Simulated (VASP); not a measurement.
Si, 2 atoms in the cell. Symmetry: Fd-3m, No. 227, cubic system. The conventional cell has a = 5.421 Å, b = 5.421 Å, c = 5.421 Å, α = 90.00°, β = 90.00°, γ = 90.00°. Si (site symmetry -43m) has 4 Si at 2.35 Å within 3.1 Å. 

```yaml
Program: VASP 6.6.1
Task: single point
Functional: PBE
Dispersion: D3(BJ)
Potentials_or_basis: VASP PAW PBE potentials, release 64 (Si)
Cutoff: 500 eV
k_mesh: 12 × 12 × 12
Occupations: gaussian, width 0.02 eV
Spin: no spin polarisation
Dipole_correction: no
Further_INCAR_settings: ALGO = Normal; EDIFF = 1e-06; NBANDS = 11
```

Potentials or basis: VASP PAW PBE potentials, release 64 (Si).

Command:

```sh
$ cat potpaw_PBE.64/Si/POTCAR > POTCAR
$ mpirun -np 1 vasp_std > vasp.out
```

Hardware: 1 thread of Intel Xeon 8259CL, with other jobs on the host.

Task: Estimate the wall time of this run.

Result: It took 21 s on 1 thread of Intel Xeon 8259CL, with other jobs on the host, peak memory 0.17 GiB. Counts: scf iterations 11, k points 72.
